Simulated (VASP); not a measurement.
Set up this calculation in VASP 6.6.1, as the native input.

```yaml
Task: single point
Functional: LDA
Potentials_or_basis: VASP PAW LDA potentials, release 64 (Hf_pv)
Cutoff: 520 eV
k_mesh: 10 × 10 × 5
Occupations: fermi-dirac, width 0.05 eV
Spin: no spin polarisation
Dipole_correction: no
Further_INCAR_settings: ALGO = Fast; EDIFF = 1e-07; NBANDS = 17
```

The structure of Hf lies in POSCAR:

```
Hf
1.0
    3.2387666662      0.0000000000      0.0000000000
   -1.6193833331      2.8048542099      0.0000000000
    0.0000000000      0.0000000000      5.1243576326
Hf
2
Direct
    0.6666666667      0.3333333333      0.7500000000
    0.3333333333      0.6666666667      0.2500000000
```

These files were run (other wordings do the same):

INCAR

```
SYSTEM = Hf
PREC     = Accurate       ! precision mode
ENCUT    = 520            ! plane-wave cutoff, eV
EDIFF    = 1E-7           ! SCF threshold, eV
ISMEAR   = -1             ! smearing method
SIGMA    = 0.05           ! smearing width, eV
LREAL    = .FALSE.        ! projectors in reciprocal space
LASPH    = .TRUE.         ! aspherical terms in the spheres
NELM     = 80             ! most SCF steps
ALGO     = Fast           ! electronic algorithm
ISIF     = 2              ! what is computed and relaxed
LWAVE    = .FALSE.        ! write WAVECAR
LCHARG   = .FALSE.        ! write CHGCAR
GGA      = CA             ! functional
NBANDS   = 17             ! bands
```

KPOINTS

```
regular mesh
0
G
  10 10 5
  0 0 0
```

Potentials or basis: VASP PAW LDA potentials, release 64 (Hf_pv).

Run with:

```console
$ cat potpaw_LDA.64/Hf_pv/POTCAR > POTCAR
$ mpirun -np 1 vasp_std > vasp.out
```

Results of the run:

```yaml
Pressure: -11.2 GPa
Band_gap_on_the_k_mesh: zero (band 10 reaches 5.61 eV, above the bottom of band 11 at 4.20 eV)
```

Caveat: spin-orbit coupling is left out, which moves the levels of the heavy elements.

Wall time 29 s on 1 thread of Intel(R) Xeon(R) Platinum 8259CL CPU @ 2.50GHz (Skylake/Cascade Lake) (shared host), peak memory 0.16 GiB.
